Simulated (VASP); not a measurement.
# ZnSe (F-43m) in VASP: settings compared, part 2 of 2

VASP 6.6.1. Earlier steps stand in the parts before.

## (4) Single point, PBE-based screened hybrid

Contents of POSCAR:

```
ZnSe
1.0
    0.0000000000      2.8324206805      2.8324206805
    2.8324206805      0.0000000000      2.8324206805
    2.8324206805      2.8324206805      0.0000000000
Zn Se
1 1
Direct
    0.0000000000      0.0000000000      0.0000000000
    0.2500000000      0.2500000000      0.2500000000
```

Contents of INCAR.step1:

```
PREC     = Accurate       # precision mode
ENCUT    = 520            # plane-wave cutoff, eV
EDIFF    = 1E-5           # SCF threshold, eV
ISMEAR   = 0              # smearing method
SIGMA    = 0.01           # smearing width, eV
LREAL    = False          # projectors in reciprocal space
LASPH    = True           # aspherical terms in the spheres
NELM     = 60             # most SCF steps
ALGO     = Normal         # electronic algorithm
ISIF     = 2              # what is computed and relaxed
LWAVE    = True           # write WAVECAR
NBANDS   = 16             # bands
GGA      = PE             # functional
```

Contents of INCAR.step2:

```
PREC     = Accurate       # precision mode
ENCUT    = 520            # plane-wave cutoff, eV
EDIFF    = 1E-7           # SCF threshold, eV
ISMEAR   = 0              # smearing method
SIGMA    = 0.01           # smearing width, eV
LREAL    = False          # projectors in reciprocal space
LASPH    = True           # aspherical terms in the spheres
NELM     = 60             # most SCF steps
ALGO     = Normal         # electronic algorithm
ISIF     = 2              # what is computed and relaxed
LWAVE    = False          # write WAVECAR
LCHARG   = True           # write CHGCAR
GGA      = PE             # functional
LHFCALC  = True           # exact exchange
AEXX     = 0.35           # exact-exchange fraction
HFSCREEN = 0.3            # screening, 1/A
PRECFOCK = Normal       
LELF     = True           # ELF
LVHAR    = True         
NBANDS   = 16             # bands
ISTART   = 1
```

Contents of KPOINTS:

```
Automatic mesh
0
Gamma
  4 4 4
```

Potentials or basis: VASP PAW PBE potentials, release 64 (Zn, Se).

Launch:

```bash
$ cat potpaw_PBE.64/Zn/POTCAR potpaw_PBE.64/Se/POTCAR > POTCAR
$ cp INCAR.step1 INCAR
$ mpirun -np 1 vasp_std > vasp.out
$ cp INCAR.step2 INCAR
$ mpirun -np 1 vasp_std > vasp.out
```

OUTCAR:

```text
PREC = Accurate
   ENCUT = 520
   EDIFF = 1E-7
   ISMEAR = 0
   LREAL = False
   LASPH = True
   NELM = 60
   ISIF = 2
   GGA = PE
   LHFCALC = True
   AEXX = 0.35
   HFSCREEN = 0.3
   PRECFOCK = Normal
   ISTART = 1

 ion  position               nearest neighbor table
   1  0.000  0.000  0.000-   2 2.45   2 2.45   2 2.45   2 2.45
   2  0.250  0.250  0.250-   1 2.45   1 2.45   1 2.45   1 2.45

  LATTYP: Found a face centered cubic cell.
 ALAT       =     5.6648413610

  Lattice vectors:

 A1 = (   0.0000000000,   2.8324206805,   2.8324206805)
 A2 = (   2.8324206805,   0.0000000000,   2.8324206805)
 A3 = (   2.8324206805,   2.8324206805,   0.0000000000)

Analysis of symmetry for initial positions (statically):
=====================================================================
 Subroutine PRICEL returns:
 Original cell was already a primitive cell.

 Routine SETGRP: Setting up the symmetry group for a
 face centered cubic supercell.

 Subroutine GETGRP returns: Found 24 space group operations
 (whereof 24 operations were pure point group operations)
 out of a pool of 48 trial point group operations.

The static configuration has the point symmetry T_d .

Analysis of symmetry for dynamics (positions and initial velocities):
=====================================================================
 Subroutine PRICEL returns:
 Original cell was already a primitive cell.

 Routine SETGRP: Setting up the symmetry group for a
 face centered cubic supercell.

 Subroutine GETGRP returns: Found 24 space group operations
 (whereof 24 operations were pure point group operations)
 out of a pool of 48 trial point group operations.

The dynamic configuration has the point symmetry T_d .

 Subroutine INISYM returns: Found 24 space group operations
 (whereof 24 operations are pure point group operations),
 and found     1 'primitive' translations

----------------------------------------------------------------------------------------

                                     Primitive cell

  volume of cell :      45.4468

  direct lattice vectors                    reciprocal lattice vectors
     0.000000000  2.832420680  2.832420680    -0.176527450  0.176527450  0.176527450
     2.832420680  0.000000000  2.832420680     0.176527450 -0.176527450  0.176527450
     2.832420680  2.832420680  0.000000000     0.176527450  0.176527450 -0.176527450

  length of vectors
     4.005647741  4.005647741  4.005647741     0.305754512  0.305754512  0.305754512

  position of ions in fractional coordinates (direct lattice)
     0.000000000  0.000000000  0.000000000
     0.250000000  0.250000000  0.250000000

  ion indices of the primitive-cell ions
   primitive index   ion index
                 1           1
                 2           2

----------------------------------------------------------------------------------------

 KPOINTS: Automatic mesh

[... 24 lines left out ...]
  0.000000  0.000000  0.000000      1.000000
  0.250000  0.000000  0.000000      8.000000
  0.500000  0.000000  0.000000      4.000000
  0.250000  0.250000  0.000000      6.000000
  0.500000  0.250000  0.000000     24.000000
 -0.250000  0.250000  0.000000     12.000000
  0.500000  0.500000  0.000000      3.000000
 -0.250000  0.500000  0.250000      6.000000
   k-points           NKPTS =      8   k-points in BZ     NKDIM =     64   number of bands    NBANDS=     16
   number of dos      NEDOS =    301   number of ions     NIONS =      2
   total plane-waves  NPLWV =  27000
   dimension x,y,z NGX =    30 NGY =   30 NGZ =   30
   dimension x,y,z NGXF=    60 NGYF=   60 NGZF=   60
   ions per type =               1   1
   NGX,Y,Z   is equivalent  to a cutoff of  12.45, 12.45, 12.45 a.u.
   NGXF,Y,Z  is equivalent  to a cutoff of  24.90, 24.90, 24.90 a.u.
 SYSTEM =  unknown system
   PREC   = accura    normal or accurate (medium, high low for compatibility)
   ISTART =      1    job   : 0-new  1-cont  2-samecut
   ICHARG =      0    charge: 1-file 2-atom 10-const
   ISPIN  =      1    spin polarized calculation?
   LNONCOLLINEAR =      F non collinear calculations
   LSORBIT =      F    spin-orbit coupling
   LASPH  =      T    aspherical Exc in radial PAW
   ENCUT  =  520.0 eV  38.22 Ry    6.18 a.u.   7.45  7.45  7.45*2*pi/ulx,y,z
   NELM   =     60;   NELMIN=  2; NELMDL=  0     # of ELM steps
   EDIFF  = 0.1E-06   stopping-criterion for ELM
   LREAL  =      F    real-space projection
   EDIFFG = 0.1E-05   stopping-criterion for IOM
   NSW    =      0    number of steps for IOM
   IBRION =     -1    ionic relax: 0-MD 1-quasi-New 2-CG
   NFREE  =      0    steps in history (QN), initial steepest desc. (CG)
   ISIF   =      2    stress and relaxation
   ISYM   =      3    0-nonsym 1-usesym 2-fastsym
   POTIM  = 0.5000    time-step for ionic-motion
   TEBEG  =    0.0;   TEEND  =   0.0 temperature during run
   PSTRESS=    0.0 pullay stress
   NELECT =      18.0000    total number of electrons
   NUPDOWN=      -1.0000    fix difference up-down
   EMIN   =  10.00;   EMAX   =-10.00  energy-range for DOS
   EFERMI =   0.00;   METHOD = LEGACY
   ISMEAR =     0;   SIGMA  =   0.01  broadening in eV -4-tet -1-fermi 0-gaus
   EFERMI_NEDOS =   21; number of points for ismear=-14 and -15
   IALGO  =     38    algorithm
   IMIX   =      1    mixing-type and parameters
     AMIX     =   0.40;   BMIX     =  1.00
     AMIX_MAG =   1.60;   BMIX_MAG =  1.00
  volume/ion in A,a.u.               =      22.72       153.35
  Fermi-wavevector in a.u.,A,eV,Ry     =   1.202259  2.271939 19.666213  1.445426
  Thomas-Fermi vector in A             =   2.338045
   LORBIT       =      0    0 simple, 1 ext, 2 COOP (PROOUT), +10 PAW based schemes
   GGA     = PE    functional components
   LHFCALC =     T    Hartree Fock is set to
   PRECFOCK=normal    Normal, Fast or Accurate (Low or Medium for compatibility)
   ENCUT4O =  -1.0   cutoff for four orbital integrals eV
   NKREDX  =     1    reduce k-point grid by
   NKREDY  =     1    reduce k-point grid by
   NKREDZ  =     1    reduce k-point grid by
   AEXX    =    0.3500 exact exchange contribution
   HFSCREEN=    0.3000 screening length (either q_TF or 0.3 A-1)
   HFSCREENC=   0.3000 screening length for correlation (either q_TF or 0.3 A-1)
   ENCUTFOCK=  -1.0 apply spherical cutoff to Coloumb kernel
   IVDW    =     0    specifies the selected vdW correction
   LEPSILON=     F    determine dielectric tensor
   LRPA    =     F    only Hartree local field effects (RPA)
 non-spin polarized calculation
 Gauss-broadening in eV      SIGMA  =   0.01
  energy-cutoff  :      520.00
  volume of cell :       45.45
 maximum number of plane-waves:      1243
 NGX is ok and might be reduce to    30
  NGX = 24; NGY = 24; NGZ = 24

 number of electron      18.0000011 magnetization

 Free energy of the ion-electron system (eV)
  ---------------------------------------------------
  ext. energy  EPLUGINS =         0.00000000
  ---------------------------------------------------
  free energy    TOTEN  =        -7.69893879 eV

  energy without entropy =       -7.69893879  energy(sigma->0) =       -7.69893879

 E-fermi :   0.9140     XC(G=0):  -7.2965

 val. band max:        0.8671602677   @ k =   0.0000   0.0000   0.0000
 cond. band min:       3.5046702497   @ k =   0.0000   0.0000   0.0000
 fundamental gap:      2.6375099820
 Fermi energy:         0.9140040438

 k-point     1 :       0.0000    0.0000    0.0000
  band No.  band energies     occupation
      1     -13.8173      2.00000
      2      -7.8902      2.00000
      3      -7.8902      2.00000
      4      -7.8902      2.00000
      5      -7.5724      2.00000
      6      -7.5724      2.00000
[... 129 lines left out ...]
      3      -7.7283      2.00000
      4      -7.6090      2.00000
      5      -7.5779      2.00000
      6      -7.2114      2.00000
[... 8 lines left out ...]
     15      16.3960      0.00000
     16      16.5317      0.00000

------------------------ aborting loop because EDIFF is reached ----------------------------------------

  FORCE on cell =-STRESS in cart. coord.  units (eV):
  Direction    XX          YY          ZZ          XY          YZ          ZX
  --------------------------------------------------------------------------------------
  -------------------------------------------------------------------------------------
  Total        0.3974967      0.3974967      0.3974967      0.0000000      0.0000000      0.0000000
  in kB       14.0133141     14.0133141     14.0133141      0.0000000      0.0000000      0.0000000
  external PRESSURE =      14.0133141 kB  Pullay stress =       0.0000000 kB

 VOLUME and BASIS-vectors are now :
 -----------------------------------------------------------------------------
  energy-cutoff  :      520.00
  volume of cell :       45.45
      direct lattice vectors                 reciprocal lattice vectors
     0.000000000  2.832420680  2.832420680    -0.176527450  0.176527450  0.176527450
     2.832420680  0.000000000  2.832420680     0.176527450 -0.176527450  0.176527450
     2.832420680  2.832420680  0.000000000     0.176527450  0.176527450 -0.176527450

 POSITION                                       TOTAL-FORCE (eV/Angst)
 -----------------------------------------------------------------------------------
      0.00000      0.00000      0.00000         0.000000      0.000000      0.000000
      1.41621      1.41621      1.41621        -0.000000     -0.000000     -0.000000
 -----------------------------------------------------------------------------------
    total drift:                                0.000021      0.000029      0.000015

  FREE ENERGIE OF THE ION-ELECTRON SYSTEM (eV)
  ---------------------------------------------------
  free  energy   TOTEN  =        -7.6989387872 eV

  energy  without entropy=       -7.6989387872  energy(sigma->0) =       -7.69893879
```

It took 9.3 min on 1 thread of AMD EPYC 7R13 (Zen 3), shared host; peak memory 0.24 GiB.

Results:

| Quantity | Value |
| --- | --- |
| Free energy | -7.6989 eV |
| Pressure | 1.4 GPa |
| Band gap on the k mesh | 2.64 eV, direct |

Caveat: the k points lie up to 0.48 Å⁻¹ apart; the PAW data sets were made with another functional, which shifts forces and pressure a little.

## (5) Overview

```tsv
level	share of exact exchange	screening parameter	gap on the mesh (eV)	pressure (GPa)
PBE0	-	-	3.14	1.3
r2SCAN50	-	-	5.15	-0.5
PBE-based screened hybrid	0.35	0.3 1/Å	2.64	1.4
```

Alike in all rows: task single point; potentials or basis VASP PAW PBE potentials, release 64 (Zn, Se); no spin polarisation; cell as given; k mesh 4 × 4 × 4; cutoff (eV) 520; smearing gaussian 0.01 eV.

Caveats: all runs use coarse meshes; the PAW data sets were made with another functional, which shifts forces and pressure a little.

Absolute energies hang on the potentials; compare differences alone.
